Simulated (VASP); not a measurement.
Set up this calculation in VASP 6.6.1, as the native input.

| Property | Result |
| --- | --- |
| Task | single point |
| Functional | LDA |
| Potentials or basis | VASP PAW LDA potentials, release 64 (S) |
| Cutoff | 520 eV |
| k mesh | 20 × 20 × 20 |
| Occupations | gaussian, width 0.15 eV |
| Spin | no spin polarisation |
| Dipole correction | no |
| Further INCAR settings | ALGO = Normal; EDIFF = 1e-06; NBANDS = 9 |

The structure of S lies in POSCAR:

```
S
1.0
    0.0000000000      2.0541808543      1.9345198337
    2.0541808543      0.0000000000      1.9345198337
    2.0541808543      2.0541808543      0.0000000000
S
1
Direct
    0.0000000000      0.0000000000      0.0000000000
```

This cell differs from its parent crystal: strain +0.030 along x and y, -0.030 along z.

One way to write it, as run:

INCAR

```
PREC = Accurate ; ENCUT = 520
EDIFF = 1E-6 ; ISMEAR = 0
SIGMA = 0.15 ; LREAL = False
LASPH = True ; NELM = 100
ALGO = Normal ; ISIF = 2
LWAVE = False ; LCHARG = False
GGA = CA ; NBANDS = 9
```

KPOINTS

```
regular mesh
0
Gamma
  20 20 20
```

Potentials or basis: VASP PAW LDA potentials, release 64 (S).

Run with:

```console
$ cat potpaw_LDA.64/S/POTCAR > POTCAR
$ mpirun -np 1 vasp_std > vasp.out
```

It gave:

- Pressure: -8.5 GPa
- Band gap on the k mesh: zero (bands 3 and 4 overlap by 5.73 eV)

Caveat: the cell differs from its parent crystal (strain +0.030 along x and y, -0.030 along z); the cell stands under tension.

Run time: 74 s on 1 thread of Intel Xeon 8259CL, on a shared host, peak memory 0.19 GiB.
